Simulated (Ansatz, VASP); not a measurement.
## MgH2: VASP beside Ansatz

```
Mg H
1.0
    -1.89066    1.89066    4.69359
     1.89066   -1.89066    4.69359
     1.89066    1.89066   -4.69359
Mg H
2 4
Direct
  0.75000 0.25000 0.50000
  0.00000 0.00000 0.00000
  0.53982 0.03982 0.50000
  0.78982 0.78982 0.00000
  0.21018 0.21018 0.00000
  0.96018 0.46018 0.50000
```

Alike in both runs: task single point; functional r2SCAN; k mesh 8 × 8 × 8; no spin polarisation.

|  | VASP | Ansatz |
| --- | --- | --- |
| version | VASP 6.6.1 | Ansatz 0.2.0 |
| potentials or method | VASP PAW PBE potentials, release 64 (Mg, H) | plane waves, PAW |
| plane-wave cutoff (eV) | 520 | 500 |
| occupations | gaussian, width 0.01 eV | fixed |
| valence electrons in the cell | 8 | 24 |

|  | VASP | Ansatz | Ansatz less VASP |
| --- | --- | --- | --- |
| gap on the k mesh at the Fermi level (eV) | 4.10 | 4.11 | +0.012 |
| pressure (GPa) | -0.4 | 0.0 | +0.37 |
| rms of the force components (eV/Å) | 0.004 | 0.002 | -0.0023 |

VASP's potentials were made for PBE, not for r2SCAN. Atom by atom the forces differ by 0.002 eV/Å (rms over components). VASP's potentials hold 8 valence electrons a cell and Ansatz's 24, so a difference there can come from the potentials and not from the codes.
